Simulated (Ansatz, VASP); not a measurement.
## AlN in VASP and in Ansatz

Contents of INCAR:

```
PREC     = Accurate       # precision mode
ENCUT    = 520            # plane-wave cutoff, eV
EDIFF    = 1E-7           # SCF threshold, eV
ISMEAR   = -1             # smearing method
SIGMA    = 0.02           # smearing width, eV
LREAL    = False          # projectors in reciprocal space
LASPH    = True           # aspherical terms in the spheres
NELM     = 80             # most SCF steps
ALGO     = Normal         # electronic algorithm
ISIF     = 2              # what is computed and relaxed
LWAVE    = False          # write WAVECAR
LCHARG   = True           # write CHGCAR
GGA      = PS             # functional
LELF     = True           # ELF
LVHAR    = True         
NBANDS   = 11             # bands
```

KPOINTS

```
regular mesh
0
Gamma
  6 6 6
```

File POSCAR:

```
AlN
1.0
    2.5854596279      0.0000000000      0.0000000000
    0.0000000000      2.5854596279      0.0000000000
    0.0000000000      0.0000000000      2.5854596279
Al N
1 1
Direct
    0.0000000000      0.0000000000      0.0000000000
    0.5000000000      0.5000000000      0.5000000000
```

Input for Ansatz:

```yaml
crystal:
  lattice:
    - [2.5854596279, 0.0, 0.0]
    - [0.0, 2.5854596279, 0.0]
    - [0.0, 0.0, 2.5854596279]
  atoms:
    - { symbol: Al, position: [0.0, 0.0, 0.0] }
    - { symbol: "N", position: [0.5, 0.5, 0.5] }
kpoints:
  mp_grid: { grid: [6, 6, 6] }
hamiltonian:
  xc: pbesol
scf:
  occupations: { method: fermi_dirac, width: 0.02 }
  n_extra_bands: 4
  max_iter: 100
output:
  forces: true
  stress: true
  eigenvalues: true
basis:
  ecutrho_ratio: 8
```

Alike in both runs: task single point; functional PBEsol; k mesh 6 × 6 × 6; occupations fermi-dirac, width 0.02 eV; no spin polarisation.

```csv
,VASP,Ansatz
version,VASP 6.6.1,Ansatz 0.2.0
potentials or method,"VASP PAW PBE potentials, release 64 (Al, N)",plane waves
plane-wave cutoff (eV),520,420
valence electrons in the cell,8,8
```

|  | VASP | Ansatz | Ansatz less VASP |
| --- | --- | --- | --- |
| pressure (GPa) | 1.0 | 1.0 | +0.01 |

VASP's potentials were made for PBE, not for PBEsol.

The k mesh is coarse, so the values compare programs but aren't converged.
